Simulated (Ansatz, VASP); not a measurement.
**CuI: VASP beside Ansatz**

```xyz
2
Lattice="0.0000 2.8621 2.8621 2.8621 0.0000 2.8621 2.8621 2.8621 0.0000" Properties=species:S:1:pos:R:3 pbc="T T T"
Cu    0.0000    0.0000    0.0000
I     2.8621    2.8621    2.8621
```

Alike in both runs: functional PBE; k mesh 4 × 4 × 4; occupations gaussian, width 0.1 eV; no spin polarisation.

Ansatz relaxed the structure, and its values are those at the end. VASP's run is a single point on that final structure, the one shown.

|  | VASP | Ansatz |
| --- | --- | --- |
| version | VASP 6.6.1 | Ansatz 0.2.0 |
| potentials or method | VASP PAW PBE potentials, release 64 (Cu, I), cutoff 520 eV | scalar-relativistic, plane waves, PAW |
| valence electrons in the cell | 18 | 36 |

```tsv
	VASP	Ansatz	Ansatz less VASP
gap on the k mesh at the Fermi level (eV)	none	none	-
pressure (GPa)	0.7	0.5	-0.12
```

A gap of «none» marks a metal or a gap that the smearing closes. VASP's potentials hold 18 valence electrons a cell and Ansatz's 36, so a difference there can come from the potentials and not from the codes. Ansatz's warnings: stress scf threshold loose.

The k mesh is coarse, so the values compare programs but aren't converged. Spin-orbit coupling is off throughout.
